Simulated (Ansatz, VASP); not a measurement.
## Hf3S: VASP beside Ansatz

```xyz
4
Lattice="4.2790 0.0000 0.0000 0.0000 4.2790 0.0000 0.0000 0.0000 4.2790" Properties=species:S:1:pos:R:3 pbc="T T T"
Hf    0.0000    2.1395    2.1395
Hf    2.1395    0.0000    2.1395
Hf    2.1395    2.1395    0.0000
S     0.0000    0.0000    0.0000
```

Alike in both runs: functional PBE; k mesh 12 × 12 × 12; occupations gaussian, width 0.1 eV; no spin polarisation.

Ansatz relaxed the structure, and its values are those at the end. VASP's run is a single point on that final structure, the one shown.

```csv
,VASP,Ansatz
version,VASP 6.6.1,Ansatz 0.2.0
potentials or method,"VASP PAW PBE potentials, release 64 (Hf_pv, S), cutoff 520 eV","scalar-relativistic, plane waves, PAW"
valence electrons in the cell,36,84
```

|  | VASP | Ansatz | Ansatz less VASP |
| --- | --- | --- | --- |
| gap on the k mesh at the Fermi level (eV) | none | none | - |
| pressure (GPa) | -0.6 | 0.0 | +0.55 |

A gap of «none» marks a metal or a gap that the smearing closes. VASP's potentials hold 36 valence electrons a cell and Ansatz's 84, so a difference there can come from the potentials and not from the codes.

Spin-orbit coupling is off throughout.
